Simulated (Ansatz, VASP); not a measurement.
## One calculation of BN, two programs

File INCAR:

```
SYSTEM = BN
PREC = Accurate
ENCUT = 520
EDIFF = 1E-6
ISMEAR = 0
SIGMA = 0.05
LREAL = .False.
LASPH = .True.
NELM = 80
ALGO = Normal
ISIF = 2
LWAVE = .False.
LCHARG = .False.
GGA = CA
NBANDS = 16
```

The input KPOINTS:

```
Automatic mesh
0
Gamma
  12 12 4
  0 0 0
```

POSCAR

```
BN
1.0
    2.4450604738      0.0000000000      0.0000000000
   -1.2225302369      2.1174844841      0.0000000000
    0.0000000000      0.0000000000      6.0818434226
B N
2 2
Direct
    0.3333333333      0.6666666667      0.2500000000
    0.6666666667      0.3333333333      0.7500000000
    0.3333333333      0.6666666667      0.7500000000
    0.6666666667      0.3333333333      0.2500000000
```

Input for Ansatz:

```yaml
crystal:
  lattice:
    - [2.4450604738, 0.0, 0.0]
    - [-1.2225302369, 2.1174844841, 0.0]
    - [0.0, 0.0, 6.0818434226]
  atoms:
    - { symbol: B, position: [0.3333333333, 0.6666666667, 0.25] }
    - { symbol: B, position: [0.6666666667, 0.3333333333, 0.75] }
    - { symbol: "N", position: [0.3333333333, 0.6666666667, 0.75] }
    - { symbol: "N", position: [0.6666666667, 0.3333333333, 0.25] }
basis:
  ecutwfc: 520.0
kpoints:
  mp_grid: { grid: [12, 12, 4] }
hamiltonian:
  xc: lda
  pseudopotentials: { kind: paw, azcp: { folder: soft_1 } }
scf:
  occupations: { method: gaussian, width: 0.05 }
output:
  forces: true
  stress: true
  eigenvalues: true
```

Alike in both runs: task single point; functional LDA; k mesh 12 × 12 × 4; occupations gaussian, width 0.05 eV; no spin polarisation.

|  | VASP | Ansatz |
| --- | --- | --- |
| version | VASP 6.6.1 | Ansatz 0.2.0 |
| potentials or method | VASP PAW LDA potentials, release 64 (B, N), cutoff 520 eV | scalar-relativistic, plane waves, PAW |
| valence electrons in the cell | 16 | 16 |

|  | VASP | Ansatz | Ansatz less VASP |
| --- | --- | --- | --- |
| gap on the k mesh at the Fermi level (eV) | 3.99 | 4.01 | +0.013 |
| least direct gap on the mesh (eV) | 4.36 | 4.38 | +0.013 |
| pressure (GPa) | 17.2 | 16.5 | -0.68 |
| traceless stress, the component that is largest in VASP (GPa) | -14.38 | -13.48 | +0.896 |

Ansatz warns that its potentials were made for another functional, while VASP's fit it. LDA's correlation is that of Perdew and Zunger in VASP and of Perdew and Wang (1992) in Ansatz.
